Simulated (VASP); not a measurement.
GaP (base):

```xyz
2
Lattice="0.0000 2.7258 2.7258 2.7258 0.0000 2.7258 2.7258 2.7258 0.0000" Properties=species:S:1:pos:R:3 pbc="T T T"
Ga    0.0000    0.0000    0.0000
P     4.0887    4.0887    4.0887
```

```yaml
Program: VASP 6.6.1
Task: relaxation of cell and atoms
Functional: PBE
Potentials_or_basis: VASP PAW PBE potentials, release 64 (Ga_d, P)
Cutoff: 600 eV
k_mesh: 8 × 8 × 8
Occupations: gaussian, width 0.02 eV
Spin: no spin polarisation
```

At the start: pressure 2.4 GPa; volume 20.25 Å³/atom.

Where does the relaxation end?

Over 3 steps the energy falls by 4.4 meV/atom and the volume is 20.86 Å³/atom (+3.0 %); space group F-43m (No. 216, to 0.05 Å).

Step by step:
| step | energy change (eV) | largest force (eV/Å) | pressure (GPa) | volume (Å³) |
| --- | --- | --- | --- | --- |
| 1 | 0.0000 | 0.0000 | 2.41 | 40.51 |
| 2 | -0.0068 | 0.0000 | -1.04 | 42.32 |
| 3 | -0.0088 | 0.0000 | 0.00 | 41.71 |

Final structure:
```xyz
2
Lattice="0.0000 2.7527 2.7527 2.7527 0.0000 2.7527 2.7527 2.7527 0.0000" Properties=species:S:1:pos:R:3 pbc="T T T"
Ga    0.0000    0.0000    0.0000
P     4.1290    4.1290    4.1290
```
